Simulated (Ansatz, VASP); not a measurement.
**One calculation of HfO2, two programs**

```
Hf O
1.0
     4.71527    0.00000    0.00000
     0.00000    4.71527    0.00000
     0.00000    0.00000    3.13998
Hf O
2 4
Cartesian
  0.0000 0.0000 0.0000
  2.3576 2.3576 1.5700
  0.9193 3.7960 1.5700
  1.4383 1.4383 0.0000
  3.2769 3.2769 0.0000
  3.7960 0.9193 1.5700
```

Alike in both runs: task single point; functional PBEsol; k mesh 4 × 4 × 6; no spin polarisation.

|  | VASP | Ansatz |
| --- | --- | --- |
| version | VASP 6.6.1 | Ansatz 0.2.0 |
| potentials or method | VASP PAW PBE potentials, release 64 (Hf_pv, O), cutoff 520 eV | plane waves, PAW |
| occupations | gaussian, width 0.01 eV | fixed |
| valence electrons in the cell | 44 | 76 |

|  | VASP | Ansatz | Ansatz less VASP |
| --- | --- | --- | --- |
| pressure (GPa) | 15.6 | 18.5 | +2.97 |
| traceless stress, the component that is largest in VASP (GPa) | 2.52 | 2.95 | +0.431 |

VASP's potentials were made for PBE, not for PBEsol. VASP's potentials hold 44 valence electrons a cell and Ansatz's 76, so a difference there can come from the potentials and not from the codes.

Spin-orbit coupling is off throughout.
